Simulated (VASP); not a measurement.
# As (R-3m) in VASP: notebook, part 2 of 2

VASP 6.6.1. Earlier steps stand in the parts before.

## Step 3: Single point, r2SCAN-based global hybrid

This run uses another cell than the first one: it holds 2 atoms, not 6.

POSCAR

```
As
1.0
    1.8807968987      1.0858785957      3.5140619945
   -1.8807968987      1.0858785957      3.5140619945
    0.0000000000     -2.1717571915      3.5140619945
As
2
Direct
    0.2260000000      0.2260000000      0.2260000000
    0.7740000000      0.7740000000      0.7740000000
```

INCAR.step1

```
SYSTEM = As
PREC = Accurate ; ENCUT = 520
EDIFF = 1E-5 ; ISMEAR = -1
SIGMA = 0.05 ; LREAL = .False.
LASPH = .True. ; NELM = 100
ALGO = Normal ; ISIF = 2
LWAVE = .True. ; LCHARG = .False.
NBANDS = 12 ; GGA = PE
```

INCAR.step2

```
SYSTEM = As
PREC = Accurate ; ENCUT = 520
EDIFF = 1E-6 ; ISMEAR = -1
SIGMA = 0.05 ; LREAL = .False.
LASPH = .True. ; NELM = 100
ALGO = Normal ; ISIF = 2
LWAVE = .False. ; LCHARG = .False.
METAGGA = R2SCAN ; LHFCALC = .True.
AEXX = 0.5 ; LMIXTAU = .True.
PRECFOCK = Normal ; NBANDS = 12
ISTART = 1
```

KPOINTS

```
regular mesh
0
Gamma
  5 5 5
  0 0 0
```

Potentials or basis: VASP PAW PBE potentials, release 64 (As).

The run is started by

```
$ cat potpaw_PBE.64/As/POTCAR > POTCAR
$ cp INCAR.step1 INCAR
$ mpirun -np 1 vasp_std > vasp.out
$ cp INCAR.step2 INCAR
$ mpirun -np 1 vasp_std > vasp.out
```

OUTCAR:

```text
SYSTEM = As
   PREC = Accurate
   ENCUT = 520
   EDIFF = 1E-6
   ISMEAR = -1
   LREAL = .False.
   LASPH = .True.
   NELM = 100
   ISIF = 2
   METAGGA = R2SCAN
   LHFCALC = .True.
   AEXX = 0.5
   PRECFOCK = Normal
   ISTART = 1

 ion  position               nearest neighbor table
   1  0.226  0.226  0.226-   2 2.51   2 2.51   2 2.51
   2  0.774  0.774  0.774-   1 2.51   1 2.51   1 2.51

  LATTYP: Found a trigonal (rhomboedric) cell.
 ALAT       =     4.1310000000
 COS(alpha) =     0.5854247172

[... 472 lines left out ...]

------------------------ aborting loop because EDIFF is reached ----------------------------------------

  FORCE on cell =-STRESS in cart. coord.  units (eV):
  Direction    XX          YY          ZZ          XY          YZ          ZX
  --------------------------------------------------------------------------------------
  -------------------------------------------------------------------------------------
  Total       -1.0128437     -1.0128437     -0.3564040      0.0000000      0.0000000      0.0000000
  in kB      -37.6850566    -37.6850566    -13.2607855      0.0000000      0.0000000      0.0000000
  external PRESSURE =     -29.5436329 kB  Pullay stress =       0.0000000 kB

 VOLUME and BASIS-vectors are now :
 -----------------------------------------------------------------------------
  energy-cutoff  :      520.00
  volume of cell :       43.06
      direct lattice vectors                 reciprocal lattice vectors
     1.880796899  1.085878596  3.514061995     0.265844760  0.153485544  0.094856987
    -1.880796899  1.085878596  3.514061995    -0.265844760  0.153485544  0.094856987
     0.000000000 -2.171757191  3.514061995     0.000000000 -0.306971087  0.094856987

 POSITION                                       TOTAL-FORCE (eV/Angst)
 -----------------------------------------------------------------------------------
      0.00000     -0.00000      2.38253         0.000000      0.000000     -0.469821
      0.00000     -0.00000      8.15965         0.000000     -0.000000      0.469821
 -----------------------------------------------------------------------------------
    total drift:                               -0.000000     -0.000000      0.000000

  FREE ENERGIE OF THE ION-ELECTRON SYSTEM (eV)
  ---------------------------------------------------
  free  energy   TOTEN  =       -26.1176202866 eV

  energy  without entropy=      -26.1176202786  energy(sigma->0) =      -26.11762028
```

OUTCAR.step1:

```text
SYSTEM = As
   PREC = Accurate
   ENCUT = 520
   EDIFF = 1E-5
   ISMEAR = -1
   LREAL = .False.
[... 499 lines left out ...]
      0.00000     -0.00000      2.38253         0.000000     -0.000000      0.295259
      0.00000     -0.00000      8.15965         0.000000      0.000000     -0.295259
 -----------------------------------------------------------------------------------
    total drift:                               -0.000000     -0.000000      0.000000

  FREE ENERGIE OF THE ION-ELECTRON SYSTEM (eV)
  ---------------------------------------------------
  free  energy   TOTEN  =        -9.3703420201 eV

  energy  without entropy=       -9.3645077385  energy(sigma->0) =       -9.36742488
```

OSZICAR.step1:

```text
N       E                     dE             d eps       ncg     rms          rms(c)
DAV:   1     0.283536964491E+02    0.28354E+02   -0.40840E+03   456   0.685E+02
DAV:   2    -0.776462818665E+01   -0.36118E+02   -0.34442E+02   620   0.111E+02
DAV:   3    -0.937680194938E+01   -0.16122E+01   -0.16029E+01   572   0.236E+01
DAV:   4    -0.938541651760E+01   -0.86146E-02   -0.86095E-02   528   0.188E+00
DAV:   5    -0.938543608335E+01   -0.19566E-04   -0.19566E-04   556   0.103E-01    0.339E+00
DAV:   6    -0.937551079175E+01    0.99253E-02   -0.44310E-03   516   0.417E-01    0.203E+00
DAV:   7    -0.937016665750E+01    0.53441E-02   -0.10399E-02   520   0.652E-01    0.836E-02
DAV:   8    -0.937030968997E+01   -0.14303E-03   -0.22100E-04   544   0.886E-02    0.215E-02
DAV:   9    -0.937034211411E+01   -0.32424E-04   -0.31192E-05   540   0.369E-02    0.974E-03
DAV:  10    -0.937034202010E+01    0.94012E-07   -0.20225E-06   280   0.815E-03
   1 F= -.93703420E+01 E0= -.93674249E+01  d E =-.583428E-02
```

Wall time 11 min (1 thread of Intel Xeon Platinum 8488C (Sapphire Rapids), shared host); peak memory 0.19 GiB.

What came out:

* Free energy: -26.1176 eV
* Pressure: -3.0 GPa
* Largest force: 0.470 eV/Å
* Band gap on the k mesh: 1.69 eV, indirect (least direct gap 2.06 eV)

Forces on the atoms (eV/Å):
```
As   0.000  0.000 -0.470
As   0.000  0.000  0.470
```

Stress tensor (GPa, compression positive):
```
-3.77  0.00  0.00
 0.00 -3.77  0.00
 0.00  0.00 -1.33
```

Caveat: the PAW data sets were made with another functional, which shifts forces and pressure a little.

## Step 4: Single point, PBE, non-collinear spin, zero start, spin-orbit coupling

This run uses another cell than the first one: it holds 2 atoms, not 6.

INCAR

```
SYSTEM = As
  PREC = Accurate
  ENCUT = 520
  EDIFF = 1E-6
  ISMEAR = -1
  SIGMA = 0.05
  LREAL = .False.
  LASPH = .True.
  NELM = 150
  ALGO = Normal
  ISIF = 2
  LWAVE = .False.
  LCHARG = .False.
  MAGMOM = 0 0 0 0 0 0
  LORBIT = 11
  LSORBIT = .True.
  GGA_COMPAT = .False.
  LORBMOM = .True.
  GGA = PE
  NBANDS = 22
```

KPOINTS

```
Automatic mesh
0
Gamma
  9 9 9
  0 0 0
```

POSCAR is that of step 3.

The run is started by

```
$ cat potpaw_PBE.64/As/POTCAR > POTCAR
$ mpirun -np 1 vasp_ncl > vasp.out
```

Wall time 2.4 min (1 thread of Intel Xeon Platinum 8488C (Sapphire Rapids), shared host); peak memory 0.36 GiB.

It converged, with:

| Property | Result |
| --- | --- |
| Free energy | -9.3483 eV |
| Pressure | 4.1 GPa |
| Largest force | 0.488 eV/Å |
| Net moment | 0.00 μB per cell |
| Valence electrons inside the program's atomic spheres | As 2.71 |

Forces on the atoms (eV/Å):
```
As   0.000  0.000  0.488
As   0.000  0.000 -0.488
```

Stress tensor (GPa, compression positive):
```
4.33 0.00 0.00
0.00 4.33 0.00
0.00 0.00 3.53
```

Moments on the atoms (μB; x, y, z):
```
As  0.00 0.00 0.00
As  0.00 0.00 0.00
```

## Step 5: Single point, BLYP

This run uses another cell than the first one: it holds 2 atoms, not 6.

INCAR

```
SYSTEM = As
  PREC = Accurate
  ENCUT = 520
  EDIFF = 1E-7
  ISMEAR = -1
  SIGMA = 0.05
  LREAL = .False.
  LASPH = .True.
  NELM = 80
  ALGO = Normal
  ISIF = 2
  LWAVE = .False.
  LCHARG = .False.
  GGA = B5
  ALDAX = 1.0
  AGGAX = 1.0
  AGGAC = 1.0
  ALDAC = 0.0
  NBANDS = 12
```

KPOINTS is that of step 4.

POSCAR is that of step 4.

The run is started by

```
$ cat potpaw_PBE.64/As/POTCAR > POTCAR
$ mpirun -np 1 vasp_std > vasp.out
```

Run time: 20 s. Hardware: 1 thread of Intel Xeon 6975P-C (Granite Rapids), shared host; peak memory 0.18 GiB.

Results (log left out):

* Free energy: -7.8397 eV
* Pressure: 9.6 GPa
* Largest force: 0.516 eV/Å
* Band gap on the k mesh: zero (band 5 reaches 5.97 eV, above the bottom of band 6 at 5.88 eV)

Forces in eV/Å, atoms in the order of the input:
```
As   0.000  0.000  0.516
As   0.000  0.000 -0.516
```

Stress tensor (GPa, compression positive):
```
9.84 0.00 0.00
0.00 9.84 0.00
0.00 0.00 9.09
```

Levels at points of the mesh, in eV from the Fermi level:
```csv
k point,band 2,band 3,band 4,band 5,band 6,band 7,band 8,band 9
"(0.00, 0.00, 0.00)",-5.97,-2.50,-2.10,-2.10,1.60,2.85,2.85,7.05
```

Caveat: the PAW data sets were made with another functional, which shifts forces and pressure a little.

## Step 6: Single point, PBE

This run uses another cell than the first one: it holds 2 atoms, not 6.

INCAR

```
PREC = Accurate ; ENCUT = 520
EDIFF = 1E-6 ; ISMEAR = 0
SIGMA = 0.012 ; LREAL = F
LASPH = T ; NELM = 60
ALGO = Normal ; ISIF = 2
LWAVE = F ; LCHARG = F
GGA = PE ; NBANDS = 12
```

KPOINTS

```
regular mesh
0
Gamma
  9 9 9
```

POSCAR is that of step 5.

Potentials or basis: VASP PAW PBE potentials, release 64 (As).

The run is started by

```
$ cat potpaw_PBE.64/As/POTCAR > POTCAR
$ mpirun -np 1 vasp_std > vasp.out
```

It took 13 s on 1 thread of Intel Xeon 6975P-C (Granite Rapids), shared host; peak memory 0.19 GiB.

The run converged. Its results:

```
Free energy            : -9.3218 eV
Pressure               : 4.1 GPa
Largest force          : 0.491 eV/Å
Band gap on the k mesh : zero (band 5 reaches 5.50 eV, above the bottom of band 6 at 5.39 eV)
```

Forces in eV/Å, atoms in the order of the input:
```
As   0.000  0.000  0.491
As   0.000  0.000 -0.491
```

Stress tensor (GPa, compression positive):
```
4.26 0.00 0.00
0.00 4.26 0.00
0.00 0.00 3.67
```

Levels at points of the mesh, in eV from the Fermi level:
```csv
k point,band 2,band 3,band 4,band 5,band 6,band 7,band 8,band 9
"(0.00, 0.00, 0.00)",-5.78,-2.47,-2.04,-2.04,1.59,2.91,2.91,6.89
```

## Step 7: Summary

```tsv
level	spin	cell	k mesh	smearing	grid for exact exchange (PRECFOCK)	share of exact exchange	gap on the mesh (eV)	pressure (GPa)	largest force (eV/Å)
PBEsol	off	a = 4.052, b = 4.052, c = 11.356 Å, angles 90.0, 90.0, 120.0°, 6 atoms	8 × 8 × 3	fermi-dirac 0.05 eV	-	-	0.11	-10.5	0.81
r2SCAN-based global hybrid	off	a = 4.131 Å, angles 54.2°, 2 atoms	5 × 5 × 5	fermi-dirac 0.05 eV	Normal	0.5	1.69	-3.0	0.47
PBE	non-collinear, zero start, SOC	a = 4.131 Å, angles 54.2°, 2 atoms	9 × 9 × 9	fermi-dirac 0.05 eV	-	-	-	4.1	0.49
BLYP	off	a = 4.131 Å, angles 54.2°, 2 atoms	9 × 9 × 9	fermi-dirac 0.05 eV	-	-	none	9.6	0.52
PBE	off	a = 4.131 Å, angles 54.2°, 2 atoms	9 × 9 × 9	gaussian 0.012 eV	-	-	none	4.1	0.49
```

Alike in all rows: task single point; potentials or basis VASP PAW PBE potentials, release 64 (As); cutoff (eV) 520.

Caveats: the PAW data sets were made with another functional, which shifts forces and pressure a little (some runs).

Total energies depend on the potentials used, so only differences within one code and one set of settings carry meaning.
